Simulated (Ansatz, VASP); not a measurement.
**Two plane-wave programs on WSe2**

```xyz
12
Lattice="3.3205 0.0000 0.0000 -1.6602 2.8756 0.0000 0.0000 0.0000 38.6329" Properties=species:S:1:pos:R:3 pbc="T T T"
W     1.9051    0.9585   34.8348
W     1.0603    0.9585   11.4057
W     0.5999    1.9171   27.2272
W    -0.2449    1.9171    3.7982
Se    0.2447    1.9171   36.3502
Se   -0.6000    1.9171   13.0840
Se    2.2601    0.9585   28.9056
Se    1.4152    0.9585    5.4766
Se    0.2450    1.9171   33.3193
Se   -0.5999    1.9171    9.7273
Se    2.2602    0.9585   25.5489
Se    1.4156    0.9585    2.1197
```

Change from the starting cell: mode 4 frozen in at -0.600 Å and mode 29 at -0.163 Å (largest displacements).

Alike in both runs: task single point; functional PBE; k mesh 9 × 9 × 1; occupations gaussian, width 0.05 eV; no spin polarisation.

```csv
,VASP,Ansatz
version,VASP 6.6.1,Ansatz 0.2.0
potentials or method,"VASP PAW PBE potentials, release 64 (W_sv, Se), cutoff 520 eV","scalar-relativistic, plane waves, PAW"
valence electrons in the cell,104,184
```

Ansatz gave:

- gap on the k mesh at the Fermi level (eV): 0.70
- least direct gap on the mesh (eV): 0.77
- rms of the force components (eV/Å): 0.807

What did VASP give for the same quantities?

gap on the k mesh at the Fermi level (eV): 0.69; least direct gap on the mesh (eV): 0.76; rms of the force components (eV/Å): 0.824.

Atom by atom the forces differ by 0.025 eV/Å (rms over components). VASP's potentials hold 104 valence electrons a cell and Ansatz's 184, so a difference there can come from the potentials and not from the codes. Ansatz's warnings: xc potential rough in thin density.

Neither program's run includes spin-orbit coupling.
